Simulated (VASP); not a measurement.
# GaN (P6_3mc) in VASP: vibrations by perturbation theory with PBE

Aim: the vibrations by perturbation theory of GaN with PBE.

Everything below comes from runs of VASP 6.6.1. Logs are shortened: lines on timing, memory, paths and dates and some standing lists are left out, and cuts for length are marked.

**1. The cell of the first run**

It takes space group P6_3mc (No. 186, hexagonal). Conventional cell: a = 3.218 Å, b = 3.218 Å, c = 5.243 Å, α = 90.00°, β = 90.00°, γ = 120.00°. Within 2.6 Å of Ga (site symmetry 3m) lie 4 N at 1.97 to 1.98 Å. N (site symmetry 3m) has 4 Ga at 1.97 to 1.98 Å within 2.6 Å.

**2. Vibrations by perturbation theory, PBE**

Contents of INCAR:

```
SYSTEM = GaN
  PREC = Accurate
  ENCUT = 520
  EDIFF = 1E-8
  ISMEAR = 0
  SIGMA = 0.01
  LREAL = .FALSE.
  LASPH = .TRUE.
  NELM = 100
  ALGO = Normal
  ISIF = 2
  LWAVE = .FALSE.
  LCHARG = .FALSE.
  GGA = PE
  NBANDS = 26
  IBRION = 8
  NSW = 1
  LEPSILON = .TRUE.
```

Contents of KPOINTS:

```
Automatic mesh
0
G
  12 12 4
  0 0 0
```

Contents of POSCAR:

```
GaN
1.0
    3.2183708159      0.0000000000      0.0000000000
   -1.6091854080      2.7871908854      0.0000000000
    0.0000000000      0.0000000000      5.2431684095
Ga N
2 2
Direct
    0.6666666667      0.3333333333      0.4991348631
    0.3333333333      0.6666666667      0.9991348631
    0.6666666667      0.3333333333      0.8758651369
    0.3333333333      0.6666666667      0.3758651369
```

Potentials or basis: VASP PAW PBE potentials, release 64 (Ga_d, N).

Command:

```bash
$ cat potpaw_PBE.64/Ga_d/POTCAR potpaw_PBE.64/N/POTCAR > POTCAR
$ mpirun -np 1 vasp_std > vasp.out
```

OUTCAR:

```text
SYSTEM = GaN
   PREC = Accurate
   ENCUT = 520
   EDIFF = 1E-8
   ISMEAR = 0
   LREAL = .FALSE.
   LASPH = .TRUE.
   NELM = 100
   ISIF = 2
   GGA = PE
   IBRION = 8
   NSW = 1
   LEPSILON = .TRUE.

 ion  position               nearest neighbor table
   1  0.667  0.333  0.499-   4 1.97   4 1.97   4 1.97   3 1.98
   2  0.333  0.667  0.999-   3 1.97   3 1.97   3 1.97   4 1.98
   3  0.667  0.333  0.876-   2 1.97   2 1.97   2 1.97   1 1.98
   4  0.333  0.667  0.376-   1 1.97   1 1.97   1 1.97   2 1.98

  LATTYP: Found a hexagonal cell.
 ALAT       =     3.2183708159
 C/A-ratio  =     1.6291374454

  Lattice vectors:

 A1 = (   3.2183708159,   0.0000000000,   0.0000000000)
 A2 = (  -1.6091854080,   2.7871908854,   0.0000000000)
 A3 = (   0.0000000000,   0.0000000000,   5.2431684095)

Analysis of symmetry for initial positions (statically):
=====================================================================
 Subroutine PRICEL returns:
 Original cell was already a primitive cell.

 Routine SETGRP: Setting up the symmetry group for a
 hexagonal supercell.

 Subroutine GETGRP returns: Found 12 space group operations
 (whereof  6 operations were pure point group operations)
 out of a pool of 24 trial point group operations.

The static configuration has the point symmetry C_3v.
 The point group associated with its full space group is C_6v.

Analysis of symmetry for dynamics (positions and initial velocities):
=====================================================================
 Subroutine PRICEL returns:
 Original cell was already a primitive cell.

 Routine SETGRP: Setting up the symmetry group for a
 hexagonal supercell.

 Subroutine GETGRP returns: Found 12 space group operations
 (whereof  6 operations were pure point group operations)
 out of a pool of 24 trial point group operations.

The dynamic configuration has the point symmetry C_3v.
 The point group associated with its full space group is C_6v.

 Subroutine INISYM returns: Found 12 space group operations
 (whereof  6 operations are pure point group operations),
 and found     1 'primitive' translations

----------------------------------------------------------------------------------------

                                     Primitive cell

  volume of cell :      47.0323

  direct lattice vectors                    reciprocal lattice vectors
     3.218370816  0.000000000  0.000000000     0.310716216  0.179392091  0.000000000
    -1.609185408  2.787190885  0.000000000     0.000000000  0.358784181  0.000000000
     0.000000000  0.000000000  5.243168409     0.000000000  0.000000000  0.190724372

  length of vectors
     3.218370816  3.218370816  5.243168409     0.358784181  0.358784181  0.190724372

  position of ions in fractional coordinates (direct lattice)
     0.666666667  0.333333333  0.499134863
     0.333333333  0.666666667  0.999134863
     0.666666667  0.333333333  0.875865137
     0.333333333  0.666666667  0.375865137

  ion indices of the primitive-cell ions
   primitive index   ion index
                 1           1
                 2           2
                 3           3
                 4           4
[... 885 lines left out ...]
    -0.00000  0.51605 -0.00000
     0.00000 -0.00000 -1.04431

[... ionic steps 4 to 9 ...]

--------------------------------------- Ionic step       10  -------------------------------------------

------------------------ aborting loop because EDIFF is reached ----------------------------------------

[... ionic steps 11 to 11 ...]

--------------------------------------- Ionic step       12  -------------------------------------------

 Free energy of the ion-electron system (eV)
  ---------------------------------------------------
  ---------------------------------------------------
  free energy    TOTEN  =        -0.24750229 eV

  energy without entropy =       -0.24750229

------------------------ aborting loop because EDIFF is reached ----------------------------------------

 INTERNAL STRAIN TENSOR  FOR ION    3  DIRECTION 3   (eV/Angst):
 -----------------------------------------------------------------------------
     4.44338 -0.00000 -0.00000
    -0.00000  4.44338  0.00000
     0.00000 -0.00000 -8.36756

 MACROSCOPIC STATIC DIELECTRIC TENSOR (including local field effects in DFT)
 ------------------------------------------------------
           5.956334    -0.000000     0.000000
          -0.000000     5.956334     0.000000
          -0.000000     0.000000     6.264107
 ------------------------------------------------------

 PIEZOELECTRIC TENSOR (including local field effects)  for field in x, y, z        (e  Angst)
          XX          YY          ZZ          XY          YZ          ZX
  --------------------------------------------------------------------------------
  x    -0.00000     0.00000     0.00000    -0.00000    -0.00000     1.64462
  y     0.00000    -0.00000     0.00000     0.00000     1.64463    -0.00000
  z     1.51488     1.51488    -3.06561    -0.00000     0.00000     0.00000

 PIEZOELECTRIC TENSOR (including local field effects)  for field in x, y, z        (C/m^2)
          XX          YY          ZZ          XY          YZ          ZX
  --------------------------------------------------------------------------------
  x    -0.00000     0.00000     0.00000    -0.00000    -0.00000     0.56025
  y     0.00000    -0.00000     0.00000     0.00000     0.56025    -0.00000
  z     0.51605     0.51605    -1.04431    -0.00000     0.00000     0.00000

 BORN EFFECTIVE CHARGES (including local field effects) (in |e|, cummulative output)
 ---------------------------------------------------------------------------------
 ion    1
    1     2.63109    -0.00000     0.00000
    2    -0.00000     2.63109     0.00000
    3     0.00000    -0.00000     2.78020
 ion    2
    1     2.63109    -0.00000     0.00000
    2    -0.00000     2.63109     0.00000
    3    -0.00000     0.00000     2.78020
 ion    3
    1    -2.63109     0.00000     0.00000
    2     0.00000    -2.63109     0.00000
    3    -0.00000     0.00000    -2.78020
 ion    4
    1    -2.63109     0.00000     0.00000
    2     0.00000    -2.63109    -0.00000
    3     0.00000    -0.00000    -2.78020

 INTERNAL STRAIN TENSOR FOR ION    4 for displacements in x,y,z  (eV/Angst):
          X           Y           Z          XY          YZ          ZX
  --------------------------------------------------------------------------------
  x     0.00000    -0.00000     0.00000    -8.21923    -0.00000     4.37493
  y    -8.21923     8.21923    -0.00000    -0.00000     4.76632    -0.00000
  z     4.44338     4.44338    -8.36756    -0.00000    -0.00000    -0.00000

 SECOND DERIVATIVES (NOT SYMMETRIZED)
 ------------------------------------
               1X          1Y          1Z          2X          2Y          2Z          3X          3Y          3Z          4X          4Y          4Z
  1X   -11.927485    0.000000    0.000000    0.332403   -0.000000   -0.000000    1.034386   -0.000000    0.000000   10.560696   -0.000000   -0.000000
  1Y     0.000000  -11.927485    0.000000   -0.000000    0.332403   -0.000000   -0.000000    1.034386    0.000000   -0.000000   10.560696    0.000000
  1Z    -0.000000    0.000000  -18.483697    0.000000   -0.000000    7.883671    0.000000   -0.000000    6.033633    0.000000    0.000000    4.566394
  2X     0.332403   -0.000000   -0.000000  -11.927485    0.000000   -0.000000   10.560696   -0.000000    0.000000    1.034386   -0.000000   -0.000000
  2Y    -0.000000    0.332403   -0.000000    0.000000  -11.927485    0.000000   -0.000000   10.560696    0.000000   -0.000000    1.034386    0.000000
  2Z    -0.000000    0.000000    7.883671    0.000000    0.000000  -18.483697    0.000000    0.000000    4.566394   -0.000000    0.000000    6.033633
  3X     1.070266   -0.000000    0.000000   10.594250   -0.000000   -0.000000  -12.276266    0.000000    0.000000    0.611750   -0.000000   -0.000000
  3Y    -0.000000    1.070266    0.000000   -0.000000   10.594250    0.000000    0.000000  -12.276266    0.000000   -0.000000    0.611750    0.000000
  3Z    -0.000000    0.000000    6.021182    0.000000   -0.000000    4.604229   -0.000000    0.000000  -16.346775   -0.000000    0.000000    5.721364
  4X    10.594250   -0.000000    0.000000    1.070266   -0.000000    0.000000    0.611750   -0.000000    0.000000  -12.276266    0.000000   -0.000000
  4Y    -0.000000   10.594250   -0.000000   -0.000000    1.070266   -0.000000   -0.000000    0.611750   -0.000000    0.000000  -12.276266   -0.000000
  4Z    -0.000000    0.000000    4.604229    0.000000   -0.000000    6.021182    0.000000    0.000000    5.721364    0.000000    0.000000  -16.346775

 Eigenvectors and eigenvalues of the dynamical matrix
 ----------------------------------------------------

   1 f  =   19.638058 THz   123.389558 2PiTHz  655.055108 cm-1    81.216446 meV
             X         Y         Z           dx          dy          dz
      1.609185  0.929064  2.617048    -0.000000   -0.000000    0.027182
     -0.000000  1.858127  5.238632    -0.000000   -0.000000   -0.027182
      1.609185  0.929064  4.592308    -0.000000   -0.000000   -0.706584
     -0.000000  1.858127  1.970724     0.000000    0.000000    0.706584
[... 71 lines left out ...]
  12 f/i=    0.017376 THz     0.109178 2PiTHz    0.579610 cm-1     0.071862 meV
             X         Y         Z           dx          dy          dz
      1.609185  0.929064  2.617048     0.356305   -0.538375   -0.000000
     -0.000000  1.858127  5.238632     0.356305   -0.538375   -0.000000
      1.609185  0.929064  4.592308     0.159191   -0.240537   -0.000000
     -0.000000  1.858127  1.970724     0.159191   -0.240537   -0.000000

--------------------------------------------------------------------------------------------------------

 MACROSCOPIC STATIC DIELECTRIC TENSOR IONIC CONTRIBUTION
 ------------------------------------------------------
           4.580318    -0.000000     0.000000
          -0.000000     4.580318     0.000000
           0.000000     0.000000     5.604354
 ------------------------------------------------------

 ELASTIC MODULI CONTR FROM IONIC RELAXATION (kBar)
 Direction    XX          YY          ZZ          XY          YZ          ZX
 --------------------------------------------------------------------------------
 XX        -484.6726    231.9422    238.6108      0.0000      0.0000     -0.0000
 YY         231.9422   -484.6726    238.6108      0.0000     -0.0000      0.0000
 ZZ         238.6108    238.6108   -450.5600     -0.0000      0.0000      0.0000
 XY           0.0000      0.0000     -0.0000   -358.3074      0.0000     -0.0000
 YZ          -0.0000     -0.0000      0.0000      0.0000   -110.6512      0.0000
 ZX          -0.0000      0.0000      0.0000     -0.0000      0.0000   -117.6014
 --------------------------------------------------------------------------------

 PIEZOELECTRIC TENSOR IONIC CONTR  for field in x, y, z        (C/m^2)
          XX          YY          ZZ          XY          YZ          ZX
  --------------------------------------------------------------------------------
  x    -0.00000     0.00000     0.00000     0.00000     0.00000    -0.69060
  y     0.00000    -0.00000     0.00000     0.00000    -0.66988     0.00000
  z    -0.79186    -0.79186     1.49524     0.00000    -0.00000    -0.00000
```

Run time: 23 min. Hardware: 1 thread of Intel Xeon Platinum 8488C (Sapphire Rapids), shared host; peak memory 0.79 GiB.

What came out:

| Item | Value |
| --- | --- |
| Electronic dielectric tensor (diagonal) | 5.96, 5.96, 6.26 |
| Born charges (mean of the diagonal) | Ga +2.68; N -2.68 e |
| Highest phonon frequency at Γ, LO-TO splitting left out | 655 cm⁻¹ |

Phonon frequencies in cm⁻¹ (negative: imaginary):
| q point | frequencies |
| --- | --- |
| (0.000, 0.000, 0.000) | -1 -1 0 135 135 320 498 521 521 529 529 655 |

Electronic dielectric tensor:
```
5.96 0.00 0.00
0.00 5.96 0.00
0.00 0.00 6.26
```

Born effective charge tensors (e):
atom 1, Ga
```
2.63 0.00 0.00
0.00 2.63 0.00
0.00 0.00 2.78
```
atom 2, Ga
```
2.63 0.00 0.00
0.00 2.63 0.00
0.00 0.00 2.78
```
atom 3, N
```
-2.63  0.00  0.00
 0.00 -2.63  0.00
 0.00  0.00 -2.78
```
atom 4, N
```
-2.63  0.00  0.00
 0.00 -2.63  0.00
 0.00  0.00 -2.78
```
